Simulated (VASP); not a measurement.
AlN: single point with r2SCAN

Crystal: AlN.

```
Al N
1.0
     0.00000    1.93456    1.93456
     1.93456    0.00000    1.93456
     1.93456    1.93456    0.00000
Al N
1 1
Cartesian
  1.9346 1.9346 1.9346
  0.0000 0.0000 0.0000
```

This cell differs from its parent crystal: volume scaled by 0.880.

```
Program             : VASP 6.6.1
Task                : single point
Functional          : r2SCAN
Potentials or basis : VASP PAW PBE potentials, release 64 (Al, N)
Cutoff              : 520 eV
k mesh              : 10 × 10 × 10
Occupations         : gaussian, width 0.05 eV
Spin                : no spin polarisation
```

- Pressure: 44.5 GPa
- Band gap on the k mesh: 5.73 eV, indirect (least direct gap 8.64 eV)

Levels at points of the mesh, in eV from the valence-band top:
```tsv
k point	band 1	band 2	band 3	band 4	band 5	band 6	band 7	band 8	band 9
(0.00, 0.00, 0.00)	-19.68	0.00	0.00	0.00	8.64	13.35	13.35	13.35	19.52
(0.50, 0.00, 0.00)	-15.88	-9.36	-1.43	-1.43	7.80	13.06	13.06	16.68	19.24
(0.50, 0.50, 0.00)	-14.73	-8.50	-3.26	-3.26	5.73	6.90	17.15	21.00	21.00
```

It took 51 s on 1 thread of Intel Xeon 8259CL, with other jobs on the host, peak memory 0.13 GiB.

Caveat: the PAW data sets were made with another functional, which shifts forces and pressure a little. A k mesh can miss the band edges.
